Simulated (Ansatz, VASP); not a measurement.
## Os: VASP beside Ansatz

```
Os
1.0
     2.78772    0.00000    0.00000
    -1.39386    2.41424    0.00000
     0.00000    0.00000    4.40442
Os
2
Direct
  0.66667 0.33333 0.75000
  0.33333 0.66667 0.25000
```

Alike in both runs: task single point; functional r2SCAN; dispersion D3(BJ); k mesh 11 × 11 × 6; occupations fermi-dirac, width 0.05 eV; no spin polarisation.

|  | VASP | Ansatz |
| --- | --- | --- |
| version | VASP 6.6.1 | Ansatz 0.2.0 |
| potentials or method | VASP PAW PBE potentials, release 64 (Os_sv_GW) | Ansatz PAW |
| plane-wave cutoff (eV) | 620 | 500 |
| valence electrons in the cell | 32 | 32 |

```csv
,VASP,Ansatz,Ansatz less VASP
gap on the k mesh at the Fermi level (eV),none,none,-
pressure (GPa),-24.8,-24.1,+0.76
"traceless stress, the component that is largest in VASP (GPa)",-1.39,-1.38,+0.005
```

VASP's potentials were made for PBE, not for r2SCAN. A gap of «none» marks a metal or a gap that the smearing closes.

Spin-orbit coupling is off throughout.
